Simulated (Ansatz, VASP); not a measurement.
One calculation of NbH2, two programs

The input INCAR:

```
SYSTEM = NbH2
PREC = Accurate
ENCUT = 520
EDIFF = 1E-6
ISMEAR = 0
SIGMA = 0.1088
LREAL = .FALSE.
LASPH = .TRUE.
NELM = 150
ALGO = Normal
ISIF = 2
LWAVE = .FALSE.
LCHARG = .FALSE.
MAGMOM = 0 0.707 0.707 0 0 0 0 0 0
LORBIT = 11
LSORBIT = .TRUE.
GGA_COMPAT = .FALSE.
LORBMOM = .TRUE.
LMAXMIX = 4
LDAU = .TRUE.
LDAUTYPE = 2
LDAUL = 2 -1
LDAUU = 2.84 0
LDAUJ = 0 0
LDAUPRINT = 1
GGA = PS
NBANDS = 28
```

Contents of KPOINTS:

```
regular mesh
0
G
  8 8 8
  0 0 0
```

Contents of POSCAR:

```
NbH2
1.0
    0.0000000000      2.3146160000      2.3146160000
    2.3146160000      0.0000000000      2.3146160000
    2.3146160000      2.3146160000      0.0000000000
Nb H
1 2
Direct
    0.0000000000      0.0000000000      0.0000000000
    0.2500000000      0.2500000000      0.2500000000
    0.7500000000      0.7500000000      0.7500000000
```

Input for Ansatz:

```yaml
crystal:
  lattice:
    - [0.0, 2.314616, 2.314616]
    - [2.314616, 0.0, 2.314616]
    - [2.314616, 2.314616, 0.0]
  atoms:
    - { symbol: Nb, position: [0.0, 0.0, 0.0], spin: 1, spin_axis: [0.0, 0.70711, 0.70711] }
    - { symbol: H, position: [0.25, 0.25, 0.25] }
    - { symbol: H, position: [0.75, 0.75, 0.75] }
kpoints:
  mp_grid: { grid: [8, 8, 8], shift: [0, 0, 0] }
magnetization:
  noncollinear: true
  spin_orbit: true
scf:
  occupations: { method: gaussian, width: 0.1088 }
  lower_state_search: "off"
  max_iter: 200
hamiltonian:
  pseudopotentials: { kind: paw_fr }
  xc: pbesol
  hubbard:
    projectors: all-electron-ortho-atomic
    sites: [{ species: Nb, l: d, u_eff: 2.84 }]
basis:
  ecutwfc: 420
  fft_grid_basis: typed
output:
  forces: true
  stress: true
  eigenvalues: true
  bader: true
  populations: true
  elf: true
  write_potential: true
  volumetric_format: npy
  dos:
    e_range: [-12, 8]
    de: 0.05
    projected: { site_lists: { H: [H], Nb: [Nb] } }
    method: { smearing: { sigma: 0.1, scheme: gaussian } }
checkpoint:
  read: saved_state
```

Alike in both runs: task single point; functional PBEsol; k mesh 8 × 8 × 8; occupations gaussian, width 0.1088 eV; non-collinear spin, spin-orbit coupling; Hubbard terms Nb d U = 2.84 eV.

```csv
,VASP,Ansatz
version,VASP 6.6.1,Ansatz 0.2.0
potentials or method,"VASP PAW PBE potentials, release 64 (Nb_sv, H), cutoff 520 eV",PAW plane waves
valence electrons in the cell,15,15
```

Ansatz gave:

```
pressure (GPa)           : -10.0
net moment per atom (μB) : 0.12
```

Question: Estimate VASP's values.

Answer: Pressure (GPa): -8.4; net moment per atom (μB): 0.00.

The net moments are unlike, so the other rows may belong to different states. VASP's potentials were made for PBE, not for PBEsol. The programs project onto different local orbitals, so the same U acts differently, and such runs can settle in different states. Ansatz's warnings: filled band counts differ across k points, stress scf threshold loose.
